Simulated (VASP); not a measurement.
# AlN (sol) (P6_3mc) in VASP: further runs

Runs on AlN (sol). Level: PBEsol. Tasks: single point, relaxation of the atoms.

Program: VASP 6.6.1. These are calculated values, not measurements. Logs are shortened: lines on timing, memory, paths and dates and some standing lists are left out, and cuts for length are marked.

## 1. The cell of the first run

It takes space group P6_3mc (No. 186, hexagonal). Conventional cell: a = 3.145 Å, b = 3.145 Å, c = 4.953 Å, α = 90.00°, β = 90.00°, γ = 120.00°. Within 2.5 Å of Al (site symmetry 3m) lie 4 N at 1.90 to 1.91 Å. Within 2.5 Å of N (site symmetry 3m) lie 4 Al at 1.90 to 1.91 Å.

## 2. Single point, PBEsol

INCAR reads:

```
PREC     = Accurate       # precision mode
ENCUT    = 600            # plane-wave cutoff, eV
EDIFF    = 1E-6           # SCF threshold, eV
ISMEAR   = 0              # smearing method
SIGMA    = 0.01           # smearing width, eV
LREAL    = False          # projectors in reciprocal space
LASPH    = True           # aspherical terms in the spheres
NELM     = 120            # most SCF steps
ALGO     = Normal         # electronic algorithm
ISIF     = 2              # what is computed and relaxed
LWAVE    = False          # write WAVECAR
LCHARG   = False          # write CHGCAR
GGA      = PS             # functional
NBANDS   = 16             # bands
GGA_COMPAT= False
```

KPOINTS reads:

```
Automatic mesh
0
Gamma
  9 9 4
```

POSCAR reads:

```
AlN
1.0
    3.1449155735      0.0000000000      0.0000000000
   -1.5724577868      2.7235767794      0.0000000000
    0.0000000000      0.0000000000      4.9525023395
Al N
2 2
Direct
    0.3333333333      0.6666666667     -0.0014953288
    0.6666666667      0.3333333333      0.4985046712
    0.3333333333      0.6666666667      0.3834953288
    0.6666666667      0.3333333333      0.8834953288
```

Potentials or basis: VASP PAW PBE potentials, release 64 (Al, N).

Command:

```console
$ cat potpaw_PBE.64/Al/POTCAR potpaw_PBE.64/N/POTCAR > POTCAR
$ mpirun -np 1 vasp_std > vasp.out
```

OUTCAR:

```text
PREC = Accurate
   ENCUT = 600
   EDIFF = 1E-6
   ISMEAR = 0
   LREAL = False
   LASPH = True
   NELM = 120
   ISIF = 2
   GGA = PS

 ion  position               nearest neighbor table
   1  0.333  0.667  0.999-   4 1.90   4 1.90   4 1.90   3 1.91   2 3.07   2 3.07   2 3.07   2 3.07
                             2 3.07   2 3.07
   2  0.667  0.333  0.499-   3 1.90   3 1.90   3 1.90   4 1.91   1 3.07   1 3.07   1 3.07   1 3.07
                             1 3.07   1 3.07
   3  0.333  0.667  0.383-   2 1.90   2 1.90   2 1.90   1 1.91
   4  0.667  0.333  0.883-   1 1.90   1 1.90   1 1.90   2 1.91

  LATTYP: Found a hexagonal cell.
 ALAT       =     3.1449155735
 C/A-ratio  =     1.5747647985

  Lattice vectors:

 A1 = (   3.1449155735,   0.0000000000,   0.0000000000)
 A2 = (  -1.5724577868,   2.7235767794,   0.0000000000)
 A3 = (   0.0000000000,   0.0000000000,   4.9525023395)

Analysis of symmetry for initial positions (statically):
=====================================================================
 Subroutine PRICEL returns:
 Original cell was already a primitive cell.

 Routine SETGRP: Setting up the symmetry group for a
 hexagonal supercell.

 Subroutine GETGRP returns: Found 12 space group operations
 (whereof  6 operations were pure point group operations)
 out of a pool of 24 trial point group operations.

The static configuration has the point symmetry C_3v.
 The point group associated with its full space group is C_6v.

Analysis of symmetry for dynamics (positions and initial velocities):
=====================================================================
 Subroutine PRICEL returns:
 Original cell was already a primitive cell.

 Routine SETGRP: Setting up the symmetry group for a
 hexagonal supercell.

 Subroutine GETGRP returns: Found 12 space group operations
 (whereof  6 operations were pure point group operations)
 out of a pool of 24 trial point group operations.

The dynamic configuration has the point symmetry C_3v.
 The point group associated with its full space group is C_6v.

 Subroutine INISYM returns: Found 12 space group operations
 (whereof  6 operations are pure point group operations),
 and found     1 'primitive' translations

----------------------------------------------------------------------------------------

                                     Primitive cell

  volume of cell :      42.4203

  direct lattice vectors                    reciprocal lattice vectors
     3.144915574  0.000000000  0.000000000     0.317973560  0.183582120  0.000000000
    -1.572457787  2.723576779  0.000000000     0.000000000  0.367164241  0.000000000
     0.000000000  0.000000000  4.952502339     0.000000000  0.000000000  0.201918128

  length of vectors
     3.144915574  3.144915574  4.952502339     0.367164241  0.367164241  0.201918128

  position of ions in fractional coordinates (direct lattice)
     0.333333333  0.666666667  0.998504671
     0.666666667  0.333333333  0.498504671
     0.333333333  0.666666667  0.383495329
     0.666666667  0.333333333  0.883495329

  ion indices of the primitive-cell ions
   primitive index   ion index
                 1           1
                 2           2
                 3           3
                 4           4

----------------------------------------------------------------------------------------

 KPOINTS: Automatic mesh

Automatic generation of k-mesh.
 Grid dimensions read from file:
 generate k-points for:    9    9    4

 Generating k-lattice:

  Cartesian coordinates                     Fractional coordinates (reciprocal lattice)
     0.035330396  0.020398013  0.000000000     0.111111111  0.000000000  0.000000000
     0.000000000  0.040796027  0.000000000     0.000000000  0.111111111  0.000000000
     0.000000000  0.000000000  0.050479532     0.000000000  0.000000000  0.250000000

  Length of vectors
     0.040796027  0.040796027  0.050479532

  Shift w.r.t. Gamma in fractional coordinates (k-lattice)
     0.000000000  0.000000000  0.000000000

 Subroutine IBZKPT returns following result:
 ===========================================

 Found     36 irreducible k-points:

 Following reciprocal coordinates:
            Coordinates               Weight
  0.000000  0.000000  0.000000      1.000000
  0.111111 -0.000000  0.000000      6.000000
  0.222222 -0.000000  0.000000      6.000000
  0.333333 -0.000000  0.000000      6.000000
  0.444444 -0.000000  0.000000      6.000000
  0.111111  0.111111  0.000000      6.000000
[... 16 lines left out ...]
  0.333333  0.222222  0.250000     24.000000
  0.333333  0.333333  0.250000      4.000000
 [... further k-points ...]
   k-points           NKPTS =     36   k-points in BZ     NKDIM =     36   number of bands    NBANDS=     16
   number of dos      NEDOS =    301   number of ions     NIONS =      4
   total plane-waves  NPLWV =  31360
   dimension x,y,z NGX =    28 NGY =   28 NGZ =   40
   dimension x,y,z NGXF=    56 NGYF=   56 NGZF=   80
   ions per type =               2   2
   NGX,Y,Z   is equivalent  to a cutoff of  14.80, 14.80, 13.43 a.u.
   NGXF,Y,Z  is equivalent  to a cutoff of  29.60, 29.60, 26.85 a.u.
 SYSTEM =  unknown system
   PREC   = accura    normal or accurate (medium, high low for compatibility)
   ISTART =      0    job   : 0-new  1-cont  2-samecut
   ICHARG =      2    charge: 1-file 2-atom 10-const
   ISPIN  =      1    spin polarized calculation?
   LNONCOLLINEAR =      F non collinear calculations
   LSORBIT =      F    spin-orbit coupling
   LASPH  =      T    aspherical Exc in radial PAW
   ENCUT  =  600.0 eV  44.10 Ry    6.64 a.u.   6.28  6.28  9.89*2*pi/ulx,y,z
   NELM   =    120;   NELMIN=  2; NELMDL= -5     # of ELM steps
   EDIFF  = 0.1E-05   stopping-criterion for ELM
   LREAL  =      F    real-space projection
   EDIFFG = 0.1E-04   stopping-criterion for IOM
   NSW    =      0    number of steps for IOM
   IBRION =     -1    ionic relax: 0-MD 1-quasi-New 2-CG
   NFREE  =      0    steps in history (QN), initial steepest desc. (CG)
   ISIF   =      2    stress and relaxation
   ISYM   =      2    0-nonsym 1-usesym 2-fastsym
   POTIM  = 0.5000    time-step for ionic-motion
   TEBEG  =    0.0;   TEEND  =   0.0 temperature during run
   PSTRESS=    0.0 pullay stress
   NELECT =      16.0000    total number of electrons
   NUPDOWN=      -1.0000    fix difference up-down
   EMIN   =  10.00;   EMAX   =-10.00  energy-range for DOS
   EFERMI =   0.00;   METHOD = LEGACY
   ISMEAR =     0;   SIGMA  =   0.01  broadening in eV -4-tet -1-fermi 0-gaus
   EFERMI_NEDOS =   21; number of points for ismear=-14 and -15
   IALGO  =     38    algorithm
   IMIX   =      4    mixing-type and parameters
     AMIX     =   0.40;   BMIX     =  1.00
     AMIX_MAG =   1.60;   BMIX_MAG =  1.00
  volume/ion in A,a.u.               =      10.61        71.57
  Fermi-wavevector in a.u.,A,eV,Ry     =   1.182834  2.235232 19.035854  1.399096
  Thomas-Fermi vector in A             =   2.319080
   LORBIT       =      0    0 simple, 1 ext, 2 COOP (PROOUT), +10 PAW based schemes
   GGA     = PS    functional components
   LHFCALC =     F    Hartree Fock is set to
   AEXX    =    0.0000 exact exchange contribution
   IVDW    =     0    specifies the selected vdW correction
   LEPSILON=     F    determine dielectric tensor
   LRPA    =     F    only Hartree local field effects (RPA)
 non-spin polarized calculation
 Gauss-broadening in eV      SIGMA  =   0.01
  energy-cutoff  :      600.00
  volume of cell :       42.42
 maximum number of plane-waves:      1434
 NGX is ok and might be reduce to    28
   NGX = 13   NGY = 13   NGZ = 19

 number of electron      16.0000000 magnetization

 Free energy of the ion-electron system (eV)
  ---------------------------------------------------
  ext. energy  EPLUGINS =         0.00000000
  ---------------------------------------------------
  free energy    TOTEN  =       -31.30438625 eV

  energy without entropy =      -31.30438625  energy(sigma->0) =      -31.30438625

 E-fermi :   6.1329     XC(G=0): -11.0398

 val. band max:        6.0193519103   @ k =   0.0000   0.0000   0.0000
 cond. band min:       9.9250918938   @ k =   0.0000   0.0000   0.0000
 fundamental gap:      3.9057399836
 Fermi energy:         6.1328697495

 k-point     1 :       0.0000    0.0000    0.0000
  band No.  band energies     occupation
      1      -9.1600      2.00000
      2      -6.9547      2.00000
      3      -0.0079      2.00000
      4       4.9682      2.00000
      5       4.9682      2.00000
      6       5.6660      2.00000
[... 8 lines left out ...]
     15      18.7139      0.00000
     16      19.1104      0.00000

 k-point     2 :       0.1111   -0.0000    0.0000
  band No.  band energies     occupation
      1      -9.0065      2.00000
      2      -6.8724      2.00000
      3       0.1747      2.00000
      4       4.2735      2.00000
      5       4.7715      2.00000
      6       4.9910      2.00000
[... 8 lines left out ...]
     15      18.6323      0.00000
     16      18.7718      0.00000

 k-point     3 :       0.2222   -0.0000    0.0000
  band No.  band energies     occupation
      1      -8.5707      2.00000
      2      -6.6685      2.00000
      3       0.7056      2.00000
      4       2.7999      2.00000
      5       3.7597      2.00000
      6       4.3675      2.00000
[... 8 lines left out ...]
     15      17.8979      0.00000
     16      18.4721      0.00000

 k-point     4 :       0.3333   -0.0000    0.0000
  band No.  band energies     occupation
      1      -7.9416      2.00000
      2      -6.4806      2.00000
      3       1.4006      2.00000
      4       1.5224      2.00000
      5       2.6144      2.00000
      6       3.9926      2.00000
[... 8 lines left out ...]
     15      17.8442      0.00000
     16      19.9199      0.00000
[... 324 lines left out ...]
 k-point    22 :       0.2222    0.2222    0.2500
  band No.  band energies     occupation
      1      -7.4491      2.00000
      2      -6.6080      2.00000
      3       1.1249      2.00000
      4       1.4735      2.00000
      5       3.1077      2.00000
      6       3.3608      2.00000
[... 8 lines left out ...]
     15      17.8713      0.00000
     16      20.2641      0.00000

 k-point    23 :       0.3333    0.2222    0.2500
  band No.  band energies     occupation
      1      -6.9695      2.00000
      2      -6.5531      2.00000
      3       0.8304      2.00000
      4       1.3479      2.00000
      5       2.3060      2.00000
      6       3.5119      2.00000
[... 8 lines left out ...]
     15      18.4431      0.00000
     16      20.5031      0.00000

 k-point    24 :       0.3333    0.3333    0.2500
  band No.  band energies     occupation
      1      -6.6669      2.00000
      2      -6.6669      2.00000
      3       1.3304      2.00000
      4       1.4498      2.00000
      5       1.4498      2.00000
      6       3.0036      2.00000
[... 8 lines left out ...]
     15      18.6834      0.00000
     16      20.9564      0.00000

 [... further k-points ...]
[... 5 lines left out ...]
  --------------------------------------------------------------------------------------
  -------------------------------------------------------------------------------------
  Total       -1.2058783     -1.2058783     -0.0478899      0.0000000     -0.0000000      0.0000000
  in kB      -45.5450044    -45.5450044     -1.8087614      0.0000000     -0.0000000      0.0000000
  external PRESSURE =     -30.9662568 kB  Pullay stress =       0.0000000 kB

 VOLUME and BASIS-vectors are now :
 -----------------------------------------------------------------------------
  energy-cutoff  :      600.00
  volume of cell :       42.42
      direct lattice vectors                 reciprocal lattice vectors
     3.144915574  0.000000000  0.000000000     0.317973560  0.183582120  0.000000000
    -1.572457787  2.723576779  0.000000000     0.000000000  0.367164241  0.000000000
     0.000000000  0.000000000  4.952502339     0.000000000  0.000000000  0.201918128

 POSITION                                       TOTAL-FORCE (eV/Angst)
 -----------------------------------------------------------------------------------
     -0.00000      1.81572      4.94510        -0.000000     -0.000000     -0.001831
      1.57246      0.90786      2.46885        -0.000000      0.000000     -0.001831
     -0.00000      1.81572      1.89926        -0.000000      0.000000      0.001831
      1.57246      0.90786      4.37551         0.000000      0.000000      0.001831
 -----------------------------------------------------------------------------------
    total drift:                               -0.000000      0.000000     -0.000154

  FREE ENERGIE OF THE ION-ELECTRON SYSTEM (eV)
  ---------------------------------------------------
  free  energy   TOTEN  =       -31.3043862484 eV

  energy  without entropy=      -31.3043862484  energy(sigma->0) =      -31.30438625
```

Run time: 22 s. Hardware: 1 thread of Intel Xeon Platinum 8259CL at 2.50GHz (Skylake/Cascade Lake), shared host; peak memory 0.18 GiB.

Results:

- Free energy: -31.3044 eV
- Pressure: -3.1 GPa
- Band gap on the k mesh: 3.91 eV, direct

Caveat: the PAW data sets were made with another functional, which shifts forces and pressure a little.

## 3. Single point, PBEsol

INCAR reads:

```
SYSTEM = AlN
PREC     = Accurate       ! precision mode
ENCUT    = 600            ! plane-wave cutoff, eV
EDIFF    = 1E-6           ! SCF threshold, eV
ISMEAR   = 0              ! smearing method
SIGMA    = 0.01           ! smearing width, eV
LREAL    = .FALSE.        ! projectors in reciprocal space
LASPH    = .TRUE.         ! aspherical terms in the spheres
NELM     = 120            ! most SCF steps
ALGO     = Normal         ! electronic algorithm
ISIF     = 2              ! what is computed and relaxed
LWAVE    = .FALSE.        ! write WAVECAR
LCHARG   = .FALSE.        ! write CHGCAR
GGA      = PS             ! functional
NBANDS   = 16             ! bands
GGA_COMPAT= .FALSE.
```

KPOINTS reads:

```
regular mesh
0
G
  9 9 4
  0 0 0
```

POSCAR is that of step 2.

Potentials or basis: VASP PAW PBE potentials, release 64 (Al, N).

Command:

```console
$ cat potpaw_PBE.64/Al/POTCAR potpaw_PBE.64/N/POTCAR > POTCAR
$ mpirun -np 1 vasp_std > vasp.out
```

It took 22 s on 1 thread of Intel Xeon Platinum 8259CL at 2.50GHz (Skylake/Cascade Lake), shared host; peak memory 0.18 GiB.

It converged, with:

```yaml
Free_energy: -31.3044 eV
Pressure: -3.1 GPa
Band_gap_on_the_k_mesh: 3.91 eV, direct
```

Stress tensor (GPa, compression positive):
```
-4.55  0.00  0.00
 0.00 -4.55  0.00
 0.00  0.00 -0.18
```

Levels at points of the mesh, in eV from the valence-band top:
| k point | band 6 | band 7 | band 8 | band 9 | band 10 | band 11 |
| --- | --- | --- | --- | --- | --- | --- |
| (0.00, 0.00, 0.00) | -0.35 | -0.35 | 0.00 | 3.91 | 6.19 | 10.40 |
| (0.00, 0.00, 0.50) | -0.71 | -0.71 | -0.71 | 6.11 | 6.11 | 10.06 |

Caveat: the PAW data sets were made with another functional, which shifts forces and pressure a little. Expect the measured gap to be larger: semilocal functionals such as PBEsol lack the derivative discontinuity.

## 4. Relaxation of the atoms, PBEsol (strained cell)

INCAR reads:

```
SYSTEM = AlN
  PREC = Accurate
  ENCUT = 520
  EDIFF = 1E-7
  ISMEAR = 0
  SIGMA = 0.02
  LREAL = .False.
  LASPH = .True.
  NELM = 120
  ALGO = Normal
  ISIF = 2
  LWAVE = .False.
  LCHARG = .False.
  GGA = PS
  IBRION = 2
  NSW = 60
  EDIFFG = -0.002
  GGA_COMPAT = .False.
  NELMIN = 4
```

KPOINTS reads:

```
Automatic mesh
0
Gamma
  9 9 4
  0 0 0
```

POSCAR reads:

```
AlN
1.0
    3.1449155735      0.0000000000      0.0000000000
   -1.5724577868      2.7235767794      0.0000000000
    0.0000000000      0.0000000000      4.9535078661
Al N
2 2
Direct
    0.3333333333      0.6666666667     -0.0000058785
    0.6666666667      0.3333333333      0.4999941215
    0.3333333333      0.6666666667      0.3820058785
    0.6666666667      0.3333333333      0.8820058785
```

Command:

```console
$ cat potpaw_PBE.64/Al/POTCAR potpaw_PBE.64/N/POTCAR > POTCAR
$ mpirun -np 1 vasp_std > vasp.out
```

It took 23 s on 1 thread of Intel Xeon Platinum 8259CL at 2.50GHz (Skylake/Cascade Lake), shared host; peak memory 0.16 GiB.

The run converged. Its results:

```yaml
Free_energy: -31.3011 eV
Energy_gained_by_relaxing: 0.7 meV/atom
Ionic_steps: 3
Pressure_after_relaxing: -3.0 GPa
Band_gap_on_the_k_mesh: 3.91 eV, direct
```

Stress tensor (GPa, compression positive):
```
-4.39  0.00  0.00
 0.00 -4.39  0.00
 0.00  0.00 -0.08
```

The path:
```
step  energy change (eV)  largest force (eV/Å)  pressure (GPa)
   1              0.0000                0.1839           -2.83
   2             -0.0026                0.0370           -2.97
   3             -0.0027                0.0003           -2.96
```

Final structure:
```
Al N
1.0
     3.14492    0.00000    0.00000
    -1.57246    2.72358    0.00000
     0.00000    0.00000    4.95351
Al N
2 2
Cartesian
  0.0000 1.8157 4.9461
  1.5725 0.9079 2.4694
  0.0000 1.8157 1.8996
  1.5725 0.9079 4.3764
```

Levels at points of the mesh, in eV from the valence-band top:
| k point | band 6 | band 7 | band 8 | band 9 | band 10 | band 11 |
| --- | --- | --- | --- | --- | --- | --- |
| (0.00, 0.00, 0.00) | -0.35 | -0.35 | 0.00 | 3.91 | 6.19 | 10.40 |
| (0.00, 0.00, 0.50) | -0.71 | -0.71 | -0.71 | 6.11 | 6.11 | 10.06 |

Caveat: the cell differs from its parent crystal (strained cell); the PAW data sets were made with another functional, which shifts forces and pressure a little.

(Continued in part 2 of 2.)
